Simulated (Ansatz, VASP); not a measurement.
# As in VASP and in Ansatz

```
As
1.0
     4.80734    0.00000    0.00000
     0.00000    3.63390    0.00000
     0.00000    0.00000   28.27037
As
4
Direct
  0.07604 0.00000 0.37773
  0.42396 0.50000 0.37773
  0.57604 0.50000 0.29435
  0.92396 0.00000 0.29435
```

Alike in both runs: task single point; functional PBE; k mesh 4 × 6 × 1; no spin polarisation.

|  | VASP | Ansatz |
| --- | --- | --- |
| version | VASP 6.6.1 | Ansatz 0.2.0 |
| potentials or method | VASP PAW PBE potentials, release 64 (As) | plane waves, PAW |
| plane-wave cutoff (eV) | 520 | 420 |
| occupations | gaussian, width 0.01 eV | fixed |
| valence electrons in the cell | 20 | 60 |

Ansatz gave:

| Item | Value |
| --- | --- |
| gap on the k mesh at the Fermi level (eV) | 0.92 |

Task: What did VASP give for the same quantities?

Result: gap on the k mesh at the Fermi level (eV): 0.91.

VASP's potentials hold 20 valence electrons a cell and Ansatz's 60, so a difference there can come from the potentials and not from the codes.
